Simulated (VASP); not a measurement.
# Si (Fmmm) in VASP: notebook

The runs below take Si through single point, with r2SCAN.

All numbers are computed with VASP 6.6.1; they aren't measurements. Logs are shortened: lines on timing, memory, paths and dates and some standing lists are left out, and cuts for length are marked.

### Step 1. The cell of the first run

The structure is orthorhombic, space group Fmmm (No. 69). The conventional cell has a = 4.746 Å, b = 5.211 Å, c = 9.097 Å, α = 90.00°, β = 90.00°, γ = 90.00°. Within 3.6 Å of Si (site symmetry mm2) lie 16 Si at 2.43 to 3.52 Å. Si (site symmetry m2m) has 8 Si at 2.37 to 2.84 Å within 3.1 Å.

### Step 2. Single point, r2SCAN

File POSCAR:

```
Si
1.0
    0.0000000000      2.6055996016      4.5484568732
    2.3728198613      0.0000000000      4.5484568732
    2.3728198613      2.6055996016      0.0000000000
Si
4
Direct
    0.2202307000      0.2202307000      0.7797693000
    0.7797693000      0.7797693000      0.2202307000
    0.2726057200      0.7273942800      0.2726057200
    0.7273942800      0.2726057200      0.7273942800
```

File INCAR.step1:

```
  PREC = Accurate
  ENCUT = 520
  ISMEAR = -1
  SIGMA = 0.05
  LREAL = F
  LASPH = T
  NELM = 100
  NBANDS = 16
  GGA = PE
  ALGO = Normal
  EDIFF = 1E-4
  LWAVE = T
  LCHARG = F
```

File INCAR.step2:

```
  PREC = Accurate
  ENCUT = 520
  EDIFF = 1E-6
  ISMEAR = -1
  SIGMA = 0.05
  LREAL = F
  LASPH = T
  NELM = 100
  ALGO = Normal
  ISIF = 2
  LWAVE = F
  LCHARG = T
  METAGGA = R2SCAN
  LMIXTAU = T
  LELF = T
  LVHAR = T
  NBANDS = 16
  ISTART = 1
```

File KPOINTS:

```
Automatic mesh
0
Gamma
  8 8 8
```

Potentials or basis: VASP PAW PBE potentials, release 64 (Si).

Run with:

```sh
cat potpaw_PBE.64/Si/POTCAR > POTCAR
cp INCAR.step1 INCAR
mpirun -np 1 vasp_std > vasp.out
cp INCAR.step2 INCAR
mpirun -np 1 vasp_std > vasp.out
```

OUTCAR:

```text
PREC = Accurate
   ENCUT = 520
   EDIFF = 1E-6
   ISMEAR = -1
   LREAL = F
   LASPH = T
   NELM = 100
   ISIF = 2
   METAGGA = R2SCAN
   ISTART = 1

 ion  position               nearest neighbor table
   1  0.220  0.220  0.780-   2 2.43   2 2.43   3 2.46   4 2.46   2 2.66   2 2.66   4 2.81   3 2.81

   2  0.780  0.780  0.220-   1 2.43   1 2.43   3 2.46   4 2.46   1 2.66   1 2.66   4 2.81   3 2.81

   3  0.273  0.727  0.273-   4 2.37   4 2.38   4 2.38   2 2.46   1 2.46   1 2.81   2 2.81   4 2.84

   4  0.727  0.273  0.727-   3 2.37   3 2.38   3 2.38   2 2.46   1 2.46   2 2.81   1 2.81   3 2.84

  LATTYP: Found a face centered orthorhombic cell.
 ALAT       =     4.7456397226
 B/A-ratio  =     1.0981025758
 C/A-ratio  =     1.9168993599

  Lattice vectors:

 A1 = (   0.0000000000,   2.6055996016,   4.5484568732)
 A2 = (   2.3728198613,   0.0000000000,   4.5484568732)
 A3 = (   2.3728198613,   2.6055996016,   0.0000000000)

Analysis of symmetry for initial positions (statically):
=====================================================================
 Subroutine PRICEL returns:
 Original cell was already a primitive cell.

 Routine SETGRP: Setting up the symmetry group for a
 face centered orthorhombic supercell.

 Subroutine GETGRP returns: Found  8 space group operations
 (whereof  8 operations were pure point group operations)
 out of a pool of  8 trial point group operations.

The static configuration has the point symmetry D_2h.

Analysis of symmetry for dynamics (positions and initial velocities):
=====================================================================
 Subroutine PRICEL returns:
 Original cell was already a primitive cell.

 Routine SETGRP: Setting up the symmetry group for a
 face centered orthorhombic supercell.

 Subroutine GETGRP returns: Found  8 space group operations
 (whereof  8 operations were pure point group operations)
 out of a pool of  8 trial point group operations.

The dynamic configuration has the point symmetry D_2h.

 Subroutine INISYM returns: Found  8 space group operations
 (whereof  8 operations are pure point group operations),
 and found     1 'primitive' translations

----------------------------------------------------------------------------------------

                                     Primitive cell

  volume of cell :      56.2427

  direct lattice vectors                    reciprocal lattice vectors
     0.000000000  2.605599602  4.548456873    -0.210719747  0.191894411  0.109927392
     2.372819861  0.000000000  4.548456873     0.210719747 -0.191894411  0.109927392
     2.372819861  2.605599602  0.000000000     0.210719747  0.191894411 -0.109927392

  length of vectors
     5.241908928  5.130178751  3.524120228     0.305467360  0.305467360  0.305467360

  position of ions in fractional coordinates (direct lattice)
     0.220230700  0.220230700  0.779769300
     0.779769300  0.779769300  0.220230700
     0.272605720  0.727394280  0.272605720
     0.727394280  0.272605720  0.727394280

  ion indices of the primitive-cell ions
   primitive index   ion index
                 1           1
                 2           2
                 3           3
                 4           4

----------------------------------------------------------------------------------------

 KPOINTS: Automatic mesh

Automatic generation of k-mesh.
 Grid dimensions read from file:
 generate k-points for:    8    8    8

 Generating k-lattice:

  Cartesian coordinates                     Fractional coordinates (reciprocal lattice)
    -0.026339968  0.023986801  0.013740924     0.125000000  0.000000000  0.000000000
     0.026339968 -0.023986801  0.013740924    -0.000000000  0.125000000 -0.000000000
     0.026339968  0.023986801 -0.013740924     0.000000000  0.000000000  0.125000000

  Length of vectors
     0.038183420  0.038183420  0.038183420

  Shift w.r.t. Gamma in fractional coordinates (k-lattice)
     0.000000000  0.000000000  0.000000000

 Subroutine IBZKPT returns following result:
 ===========================================

 Found     95 irreducible k-points:

 Following reciprocal coordinates:
            Coordinates               Weight
  0.000000  0.000000  0.000000      1.000000
  0.125000  0.000000  0.000000      8.000000
  0.250000  0.000000  0.000000      8.000000
  0.375000  0.000000  0.000000      8.000000
  0.500000  0.000000  0.000000      4.000000
  0.125000  0.125000  0.000000      2.000000
[... 16 lines left out ...]
  0.250000  0.000000  0.125000      8.000000
  0.375000 -0.000000  0.125000      8.000000
 [... further k-points ...]
   k-points           NKPTS =     95   k-points in BZ     NKDIM =     95   number of bands    NBANDS=     16
   number of dos      NEDOS =    301   number of ions     NIONS =      4
   total plane-waves  NPLWV =  44800
   dimension x,y,z NGX =    40 NGY =   40 NGZ =   28
   dimension x,y,z NGXF=    80 NGYF=   80 NGZF=   56
   ions per type =               4
   NGX,Y,Z   is equivalent  to a cutoff of  12.69, 12.96, 13.21 a.u.
   NGXF,Y,Z  is equivalent  to a cutoff of  25.37, 25.92, 26.42 a.u.
 SYSTEM =  unknown system
   PREC   = accura    normal or accurate (medium, high low for compatibility)
   ISTART =      1    job   : 0-new  1-cont  2-samecut
   ICHARG =      0    charge: 1-file 2-atom 10-const
   ISPIN  =      1    spin polarized calculation?
   LNONCOLLINEAR =      F non collinear calculations
   LSORBIT =      F    spin-orbit coupling
   LASPH  =      T    aspherical Exc in radial PAW
   ENCUT  =  520.0 eV  38.22 Ry    6.18 a.u.   9.75  9.54  6.55*2*pi/ulx,y,z
   NELM   =    100;   NELMIN=  2; NELMDL=  0     # of ELM steps
   EDIFF  = 0.1E-05   stopping-criterion for ELM
   LREAL  =      F    real-space projection
   EDIFFG = 0.1E-04   stopping-criterion for IOM
   NSW    =      0    number of steps for IOM
   IBRION =     -1    ionic relax: 0-MD 1-quasi-New 2-CG
   NFREE  =      0    steps in history (QN), initial steepest desc. (CG)
   ISIF   =      2    stress and relaxation
   ISYM   =      2    0-nonsym 1-usesym 2-fastsym
   POTIM  = 0.5000    time-step for ionic-motion
   TEBEG  =    0.0;   TEEND  =   0.0 temperature during run
   PSTRESS=    0.0 pullay stress
   NELECT =      16.0000    total number of electrons
   NUPDOWN=      -1.0000    fix difference up-down
   EMIN   =  10.00;   EMAX   =-10.00  energy-range for DOS
   EFERMI =   0.00;   METHOD = LEGACY
   ISMEAR =    -1;   SIGMA  =   0.05  broadening in eV -4-tet -1-fermi 0-gaus
   EFERMI_NEDOS =   21; number of points for ismear=-14 and -15
   IALGO  =     38    algorithm
   IMIX   =      4    mixing-type and parameters
     AMIX     =   0.40;   BMIX     =  1.00
     AMIX_MAG =   1.60;   BMIX_MAG =  1.00
  volume/ion in A,a.u.               =      14.06        94.89
  Fermi-wavevector in a.u.,A,eV,Ry     =   1.076695  2.034658 15.772851  1.159272
  Thomas-Fermi vector in A             =   2.212586
   LORBIT       =      0    0 simple, 1 ext, 2 COOP (PROOUT), +10 PAW based schemes
   METAGGA = R2SCAN    functional components
   LHFCALC =     F    Hartree Fock is set to
   AEXX    =    0.0000 exact exchange contribution
   IVDW    =     0    specifies the selected vdW correction
   LEPSILON=     F    determine dielectric tensor
   LRPA    =     F    only Hartree local field effects (RPA)
 non-spin polarized calculation
  energy-cutoff  :      520.00
  volume of cell :       56.24
 maximum number of plane-waves:      1533
   NGX = 19   NGY = 19   NGZ = 13

 number of electron      16.0000000 magnetization

 Free energy of the ion-electron system (eV)
  ---------------------------------------------------
  ext. energy  EPLUGINS =         0.00000000
  ---------------------------------------------------
  free energy    TOTEN  =       -33.17459282 eV

  energy without entropy =      -33.16249873  energy(sigma->0) =      -33.16854578

 E-fermi :  10.2228     XC(G=0): -11.8500

 val. band max:       10.2005246382   @ k =   0.2500   0.2500   0.0000
 cond. band min:      10.2359503773   @ k =  -0.2500   0.2500   0.3750
 fundamental gap:      0.0354257390
 Fermi energy:        10.2228018968

 k-point     1 :       0.0000    0.0000    0.0000
  band No.  band energies     occupation
      1      -5.0502      2.00000
      2       1.8530      2.00000
      3       2.5783      2.00000
      4       7.0897      2.00000
      5       7.5503      2.00000
      6       7.6342      2.00000
[... 8 lines left out ...]
     15      19.7781      0.00000
     16      19.8112      0.00000

 k-point     2 :       0.1250    0.0000    0.0000
  band No.  band energies     occupation
      1      -4.8285      2.00000
      2       1.4711      2.00000
      3       3.3647      2.00000
      4       5.3240      2.00000
      5       6.2374      2.00000
      6       7.4396      2.00000
[... 8 lines left out ...]
     15      18.8776      0.00000
     16      19.8268      0.00000

 k-point     3 :       0.2500    0.0000    0.0000
  band No.  band energies     occupation
      1      -4.1651      2.00000
      2       1.2533      2.00000
      3       2.7023      2.00000
      4       4.4646      2.00000
      5       4.9076      2.00000
      6       7.6613      2.00000
[... 8 lines left out ...]
     15      17.8267      0.00000
     16      19.2459      0.00000

 k-point     4 :       0.3750    0.0000    0.0000
  band No.  band energies     occupation
      1      -3.0659      2.00000
      2       0.3972      2.00000
      3       1.4359      2.00000
      4       3.1063      2.00000
      5       6.6912      2.00000
      6       8.0952      2.00000
[... 8 lines left out ...]
     15      18.6224      0.00000
     16      18.9849      0.00000

 k-point     5 :       0.5000    0.0000    0.0000
  band No.  band energies     occupation
      1      -1.6168      2.00000
      2      -1.4591      2.00000
      3       1.8664      2.00000
      4       2.2648      2.00000
      5       8.3684      2.00000
      6       8.7129      2.00000
[... 8 lines left out ...]
     15      18.7323      0.00000
     16      18.9048      0.00000

 k-point     6 :       0.1250    0.1250    0.0000
  band No.  band energies     occupation
      1      -4.9354      2.00000
      2       0.5124      2.00000
      3       4.1075      2.00000
      4       6.8849      2.00000
      5       7.1700      2.00000
      6       7.5517      2.00000
[... 8 lines left out ...]
     15      18.6997      0.00000
     16      19.1549      0.00000
[... 267 lines left out ...]
 k-point    21 :       0.5000    0.5000    0.0000
  band No.  band energies     occupation
      1      -3.3987      2.00000
      2      -3.0110      2.00000
      3       6.0863      2.00000
      4       6.2847      2.00000
      5       7.1631      2.00000
      6       7.3968      2.00000
[... 8 lines left out ...]
     15      16.8025      0.00000
     16      17.0599      0.00000

 k-point    22 :       0.1250    0.0000    0.1250
  band No.  band energies     occupation
      1      -4.6987      2.00000
      2       2.1875      2.00000
      3       2.9008      2.00000
      4       5.4517      2.00000
      5       5.8965      2.00000
      6       6.5751      2.00000
[... 8 lines left out ...]
     15      19.6185      0.00000
     16      19.7965      0.00000

 k-point    23 :       0.2500    0.0000    0.1250
  band No.  band energies     occupation
      1      -4.1270      2.00000
      2       2.1347      2.00000
      3       3.3140      2.00000
      4       4.0238      2.00000
      5       4.4296      2.00000
      6       6.6897      2.00000
[... 8 lines left out ...]
     15      17.8558      0.00000
     16      18.7279      0.00000

 k-point    24 :       0.3750   -0.0000    0.1250
  band No.  band energies     occupation
      1      -3.1182      2.00000
      2       1.0294      2.00000
      3       2.2117      2.00000
      4       2.9092      2.00000
      5       5.8152      2.00000
      6       7.4580      2.00000
[... 8 lines left out ...]
     15      18.1776      0.00000
     16      18.7749      0.00000

 [... further k-points ...]

------------------------ aborting loop because EDIFF is reached ----------------------------------------

  FORCE on cell =-STRESS in cart. coord.  units (eV):
  Direction    XX          YY          ZZ          XY          YZ          ZX
  --------------------------------------------------------------------------------------
  -------------------------------------------------------------------------------------
  Total        4.1457965      4.0533430      3.4048647     -0.0000000      0.0000000      0.0000000
  in kB      118.1005813    115.4668750     96.9937879     -0.0000000      0.0000000      0.0000000
  external PRESSURE =     110.1870814 kB  Pullay stress =       0.0000000 kB

 VOLUME and BASIS-vectors are now :
 -----------------------------------------------------------------------------
  energy-cutoff  :      520.00
  volume of cell :       56.24
      direct lattice vectors                 reciprocal lattice vectors
     0.000000000  2.605599602  4.548456873    -0.210719747  0.191894411  0.109927392
     2.372819861  0.000000000  4.548456873     0.210719747 -0.191894411  0.109927392
     2.372819861  2.605599602  0.000000000     0.210719747  0.191894411 -0.109927392

 POSITION                                       TOTAL-FORCE (eV/Angst)
 -----------------------------------------------------------------------------------
      2.37282      2.60560      2.00342         0.000000      0.000000      0.244389
      2.37282      2.60560      7.09349         0.000000      0.000000     -0.244389
      2.37282      1.42060      4.54846         0.000000     -0.066167      0.000000
      2.37282      3.79060      4.54846         0.000000      0.066167      0.000000
 -----------------------------------------------------------------------------------
    total drift:                               -0.000000      0.000000     -0.000000

  FREE ENERGIE OF THE ION-ELECTRON SYSTEM (eV)
  ---------------------------------------------------
  free  energy   TOTEN  =       -33.1745928184 eV

  energy  without entropy=      -33.1624987326  energy(sigma->0) =      -33.16854578
```

Wall time 3.2 min (1 thread of AMD EPYC 9R45 (Zen 5), shared host); peak memory 0.21 GiB.

Results:

| Property | Result |
| --- | --- |
| Free energy | -33.1746 eV |
| Pressure | 11.0 GPa |
| Largest force | 0.244 eV/Å |
| Band gap on the k mesh | zero (bands 8 and 9 overlap by 4.22 eV) |

Forces in eV/Å, atoms in the order of the input:
```
Si   0.000  0.000  0.244
Si   0.000  0.000 -0.244
Si   0.000 -0.066  0.000
Si   0.000  0.066  0.000
```

Levels at points of the mesh, in eV from the Fermi level:
| k point | band 6 | band 7 | band 8 | band 9 | band 10 | band 11 |
| --- | --- | --- | --- | --- | --- | --- |
| (0.00, 0.00, 0.00) | -2.59 | -2.21 | -1.65 | -1.11 | 1.19 | 1.79 |
| (0.50, 0.00, 0.00) | -1.51 | -1.43 | 0.07 | 0.32 | 0.49 | 3.51 |
| (0.50, 0.50, 0.00) | -2.83 | -0.04 | 1.04 | 1.94 | 3.07 | 3.87 |
| (0.50, 0.00, 0.50) | -5.86 | -3.20 | -2.75 | -2.39 | -2.08 | 5.93 |
| (0.00, 0.50, 0.50) | -7.30 | -2.88 | -2.39 | -1.59 | 1.26 | 5.09 |

Caveat: the cell stands under pressure; the PAW data sets were made with another functional, which shifts forces and pressure a little.

[end of part 1 of 2]

The gap in the log of VASP goes by the Fermi energy; the results here count the filled bands.